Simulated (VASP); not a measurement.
Set up this calculation in VASP 6.6.1, as the native input.

```
Task                   : single point
Functional             : r2SCAN
Potentials or basis    : VASP PAW PBE potentials, release 64 (Mo_sv)
Cutoff                 : 520 eV
k mesh                 : 20 × 20 × 20
Occupations            : gaussian, width 0.15 eV
Spin                   : no spin polarisation
Dipole correction      : no
Further INCAR settings : ALGO = Normal; EDIFF = 1e-07; NBANDS = 13
```

The system is Mo.

```xyz
1
Lattice="0.0000 1.9143 1.9143 1.9143 0.0000 1.9143 1.9143 1.9143 0.0000" Properties=species:S:1:pos:R:3 pbc="T T T"
Mo    0.0000    0.0000    0.0000
```

This cell differs from its parent crystal: strain -0.050 along x and y, -0.050 along z.

The input as run:

POSCAR

```
Mo
1.0
    0.0000000000      1.9142500000      1.9142500000
    1.9142500000      0.0000000000      1.9142500000
    1.9142500000      1.9142500000      0.0000000000
Mo
1
Direct
    0.0000000000      0.0000000000      0.0000000000
```

INCAR.step1

```
PREC     = Accurate       # precision mode
ENCUT    = 520            # plane-wave cutoff, eV
ISMEAR   = 0              # smearing method
SIGMA    = 0.15           # smearing width, eV
LREAL    = False          # projectors in reciprocal space
LASPH    = True           # aspherical terms in the spheres
NELM     = 80             # most SCF steps
NBANDS   = 13             # bands
GGA      = PE             # functional
ALGO     = Normal         # electronic algorithm
EDIFF    = 1E-4           # SCF threshold, eV
LWAVE    = True           # write WAVECAR
LCHARG   = False          # write CHGCAR
```

INCAR.step2

```
PREC     = Accurate       # precision mode
ENCUT    = 520            # plane-wave cutoff, eV
EDIFF    = 1E-7           # SCF threshold, eV
ISMEAR   = 0              # smearing method
SIGMA    = 0.15           # smearing width, eV
LREAL    = False          # projectors in reciprocal space
LASPH    = True           # aspherical terms in the spheres
NELM     = 80             # most SCF steps
ALGO     = Normal         # electronic algorithm
ISIF     = 2              # what is computed and relaxed
LWAVE    = False          # write WAVECAR
LCHARG   = True           # write CHGCAR
METAGGA  = R2SCAN         # meta-GGA
LMIXTAU  = True         
LELF     = True           # ELF
LVHAR    = True         
NBANDS   = 13             # bands
ISTART   = 1
```

KPOINTS

```
regular mesh
0
Gamma
  20 20 20
```

Potentials or basis: VASP PAW PBE potentials, release 64 (Mo_sv).

Launch:

```bash
$ cat potpaw_PBE.64/Mo_sv/POTCAR > POTCAR
$ cp INCAR.step1 INCAR
$ mpirun -np 1 vasp_std > vasp.out
$ cp INCAR.step2 INCAR
$ mpirun -np 1 vasp_std > vasp.out
```

It gave:

```
Pressure               : 40.4 GPa
Band gap on the k mesh : zero (band 7 reaches 18.98 eV, above the bottom of band 8 at 12.92 eV)
```

Caveat: the cell differs from its parent crystal (strain -0.050 along x and y, -0.050 along z); the PAW data sets were made with another functional, which shifts forces and pressure a little.

Wall time 88 s on 1 thread of Intel(R) Xeon(R) Platinum 8488C (Sapphire Rapids) (shared host), peak memory 0.16 GiB.
